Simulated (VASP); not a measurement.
Crystal: LaTlCl4.

```
CELL_PARAMETERS angstrom
4.67484 0.00000 0.00000
0.00000 4.67484 0.00000
0.00000 0.00000 7.77583
ATOMIC_POSITIONS crystal
La 0.00000 0.00000 0.00000
Tl 0.50000 0.50000 0.50000
Cl 0.50000 0.00000 0.69755
Cl 0.00000 0.50000 0.30245
Cl 0.50000 0.00000 0.30245
Cl 0.00000 0.50000 0.69755
```

The cell was generated, and may not be a known phase.

```yaml
Program: VASP 6.6.1
Task: relaxation of cell and atoms
Functional: PBE
Potentials_or_basis: VASP PAW PBE potentials, release 64 (La, Tl_d, Cl)
Cutoff: 600 eV
k_mesh: 3 × 3 × 2
Occupations: gaussian, width 0.15 eV
Spin: no spin polarisation
```

At the start: pressure 2.7 GPa; volume 28.32 Å³/atom.

**Question.** How do energy, volume and symmetry change on relaxing?

**Answer.** Over 11 steps the energy falls by 767.3 meV/atom and the volume is 30.75 Å³/atom (+8.6 %); space group P4/mmm (No. 123, to 0.1 Å) before and after.

Step by step:
```
step  energy change (eV)  largest force (eV/Å)  pressure (GPa)  volume (Å³)
   1              0.0000                2.9848            2.75       169.93
   2             -2.2700                2.2558           -0.81       181.45
   3             -3.0341                0.1594           -3.51       204.26
   4             -3.3755                1.1973           -3.21       195.86
   5             -4.0467                0.5450            0.03       176.75
   6             -4.0945                0.2343            1.68       170.78
   7             -4.4049                0.0954            1.35       173.96
   8             -4.5739                0.0916            1.43       177.55
   9             -4.5738                0.1165            1.48       177.95
  10             -4.5771                0.1585           -1.20       191.09
  11             -4.6040                0.0319            0.01       184.52
```

Final structure:
```
CELL_PARAMETERS angstrom
4.89188 0.00000 0.00000
0.00000 4.89188 0.00000
0.00000 0.00000 7.71071
ATOMIC_POSITIONS crystal
La 0.00000 0.00000 0.00000
Tl 0.50000 0.50000 0.50000
Cl 0.50000 0.00000 0.78528
Cl 0.00000 0.50000 0.21472
Cl 0.50000 0.00000 0.21472
Cl 0.00000 0.50000 0.78528
```

Caveat: the k points lie up to 0.43 Å⁻¹ apart in the final cell.
